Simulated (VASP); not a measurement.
Co: single point with PBE

The system is Co.

```
Co
1.0
     2.29721    0.00000    0.00000
    -1.14860    1.98944    0.00000
     0.00000    0.00000    3.70977
Co
2
Direct
  0.33333 0.66667 0.25000
  0.66667 0.33333 0.75000
```

```yaml
Program: VASP 6.6.1
Task: single point
Functional: PBE
Potentials_or_basis: VASP PAW PBE potentials, release 64 (Co)
Cutoff: 520 eV
k_mesh: 17 × 17 × 10
Occupations: fermi-dirac, width 0.05 eV
Spin: collinear spin, ferromagnetic start
Starting_moments: "[1.7, 1.7] μB"
```

- Pressure: 89.8 GPa
- Net moment: 2.56 μB per cell
- Site moments: Co +1.25 μB
- Valence electrons inside the program's atomic spheres: Co 8.88

Levels at points of the mesh, in eV from the Fermi level:
Spin up:
```csv
k point,band 6,band 7,band 8,band 9,band 10,band 11,band 12,band 13,band 14,band 15
"(0.00, 0.00, 0.00)",-2.49,-2.49,-1.99,-1.99,-0.37,-0.37,-0.13,8.95,23.98,27.91
"(0.00, 0.00, 0.50)",-3.07,-3.07,-3.07,-0.81,-0.81,-0.81,-0.81,18.15,18.15,24.96
```
Spin down:
```csv
k point,band 4,band 5,band 6,band 7,band 8,band 9,band 10,band 11,band 12,band 13
"(0.00, 0.00, 0.00)",-1.68,-1.68,-1.15,-1.15,-0.57,-0.57,-0.11,1.16,1.16,9.81
"(0.00, 0.00, 0.50)",-2.38,-1.77,-1.77,-1.77,-1.77,0.69,0.69,0.69,0.69,18.53
```

Wall time 61 s on 1 thread of Intel(R) Xeon(R) 6975P-C (Granite Rapids), with other jobs on the host, peak memory 0.21 GiB.

Caveat: the cell stands under pressure.
